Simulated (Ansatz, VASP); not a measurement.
# MgO in VASP and in Ansatz

```
Mg O
1.0
     0.00000    2.02886    2.02886
     2.02886    0.00000    2.02886
     2.02886    2.02886    0.00000
Mg O
1 1
Direct
  0.00000 0.00000 0.00000
  0.50000 0.50000 0.50000
```

Alike in both runs: task single point; functional PBEsol; k mesh 10 × 10 × 10; occupations gaussian, width 0.02 eV; no spin polarisation.

|  | VASP | Ansatz |
| --- | --- | --- |
| version | VASP 6.6.1 | Ansatz 0.2.0 |
| potentials or method | VASP PAW PBE potentials, release 64 (Mg, O), cutoff 600 eV | scalar-relativistic, plane waves, PAW |
| valence electrons in the cell | 8 | 16 |

|  | VASP | Ansatz | Ansatz less VASP |
| --- | --- | --- | --- |
| gap on the k mesh at the Fermi level (eV) | 5.80 | 5.79 | -0.008 |
| least direct gap on the mesh (eV) | 5.80 | 5.79 | -0.008 |
| pressure (GPa) | 22.1 | 22.6 | +0.50 |

VASP's potentials were made for PBE, not for PBEsol. VASP's potentials hold 8 valence electrons a cell and Ansatz's 16, so a difference there can come from the potentials and not from the codes.
